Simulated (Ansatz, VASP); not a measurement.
**Sr2ReIrO6: VASP beside Ansatz**

```xyz
10
Lattice="0.0000 5.6668 0.0000 5.6668 0.0000 0.0000 2.8334 2.8334 -4.0457" Properties=species:S:1:pos:R:3 pbc="T T T"
Re    2.8334    2.8334    0.0000
Ir    0.0000    0.0000    0.0000
O     1.7941    1.1320    0.0000
O     4.5348    1.7941    0.0000
O     3.8727    4.5348    0.0000
O     1.1320    3.8727    0.0000
O     2.8334    2.8334   -1.9604
O     5.6668    5.6668   -2.0853
Sr    2.8334    5.6668   -2.0229
Sr    5.6668    2.8334   -2.0229
```

Alike in both runs: functional PBE; k mesh 5 × 5 × 5; occupations fermi-dirac, width 0.1048 eV; no spin polarisation.

Ansatz relaxed the structure, and its values are those at the end. VASP's run is a single point on that final structure, the one shown.

|  | VASP | Ansatz |
| --- | --- | --- |
| version | VASP 6.6.1 | Ansatz 0.2.0 |
| potentials or method | VASP PAW PBE potentials, release 64 (Re, Ir, O, Sr_sv), cutoff 520 eV | PAW plane waves |
| valence electrons in the cell | 72 | 88 |

VASP gave:

```
pressure (GPa)                     : -2.2
rms of the force components (eV/Å) : 0.093
```

**Question.** Which values does Ansatz return?

**Answer.** Pressure (GPa): -3.8; rms of the force components (eV/Å): 0.005.

VASP's potentials hold 72 valence electrons a cell and Ansatz's 88, so a difference there can come from the potentials and not from the codes. Ansatz's warnings: stress scf threshold loose.

Neither program's run includes spin-orbit coupling.
